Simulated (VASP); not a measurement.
Here is a VASP 6.6.1 calculation.

INCAR

```
PREC     = Accurate       # precision mode
ENCUT    = 520            # plane-wave cutoff, eV
EDIFF    = 1E-6           # SCF threshold, eV
ISMEAR   = -1             # smearing method
SIGMA    = 0.05           # smearing width, eV
LREAL    = False          # projectors in reciprocal space
LASPH    = True           # aspherical terms in the spheres
NELM     = 60             # most SCF steps
ALGO     = Normal         # electronic algorithm
ISIF     = 2              # what is computed and relaxed
LWAVE    = False          # write WAVECAR
LCHARG   = True           # write CHGCAR
GGA      = RP             # functional
LELF     = True           # ELF
LVHAR    = True         
NBANDS   = 22             # bands
```

KPOINTS

```
regular mesh
0
Gamma
  11 11 3
```

The input POSCAR:

```
Re
1.0
    2.7833795611      0.0000000000      0.0000000000
   -1.3916897805      2.4104774083      0.0000000000
    0.0000000000      0.0000000000      9.0044775759
Re
4
Direct
    0.6666666667      0.3333333333      0.7500000000
    0.0000000000      0.0000000000      0.5000000000
    0.3333333333      0.6666666667      0.2500000000
    0.0000000000      0.0000000000      0.0000000000
```

Potentials or basis: VASP PAW PBE potentials, release 64 (Re).

Launch:

```sh
$ cat potpaw_PBE.64/Re/POTCAR > POTCAR
$ mpirun -np 1 vasp_std > vasp.out
```

(1) What does it give for the pressure?

(2) Predict the band gap on the k mesh.

Answers

(1) -0.7 GPa.

(2) zero (bands 14 and 15 overlap by 2.31 eV).

Caveat: the PAW data sets were made with another functional, which shifts forces and pressure a little; spin-orbit coupling is left out, which moves the levels of the heavy elements.
